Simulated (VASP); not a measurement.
Set up this calculation in VASP 6.6.1, as the native input.

```yaml
Task: single point
Functional: LDA
Potentials_or_basis: VASP PAW LDA potentials, release 64 (Zr_sv, B)
Cutoff: 520 eV
k_mesh: 10 × 10 × 8
Occupations: fermi-dirac, width 0.05 eV
Spin: no spin polarisation
Dipole_correction: no
Further_INCAR_settings: ALGO = Normal; EDIFF = 1e-06; NBANDS = 16
```

The structure of ZrB2 lies in POSCAR:

```
ZrB2
1.0
    3.2321726471      0.0000000000      0.0000000000
   -1.6160863235      2.7991436218      0.0000000000
    0.0000000000      0.0000000000      3.6022921016
Zr B
1 2
Direct
    0.0000000000      0.0000000000      0.0000000000
    0.6666666667      0.3333333333      0.5000000000
    0.3333333333      0.6666666667      0.5000000000
```

This cell differs from its parent crystal: volume scaled by 1.06.

These files were run (other wordings do the same):

INCAR

```
  PREC = Accurate
  ENCUT = 520
  EDIFF = 1E-6
  ISMEAR = -1
  SIGMA = 0.05
  LREAL = F
  LASPH = T
  NELM = 60
  ALGO = Normal
  ISIF = 2
  LWAVE = F
  LCHARG = F
  NBANDS = 16
```

KPOINTS

```
regular mesh
0
Gamma
  10 10 8
```

Potentials or basis: VASP PAW LDA potentials, release 64 (Zr_sv, B).

The run is started by

```sh
$ cat potpaw_LDA.64/Zr_sv/POTCAR potpaw_LDA.64/B/POTCAR > POTCAR
$ mpirun -np 1 vasp_std > vasp.out
```

It gave:

```json
{
  "Pressure": "-20.1 GPa",
  "Band gap on the k mesh": "zero (band 9 reaches 10.34 eV, above the bottom of band 10 at 9.60 eV)"
}
```

It took 36 s on 1 thread of Intel Xeon 8259CL, on a shared host, peak memory 0.16 GiB.
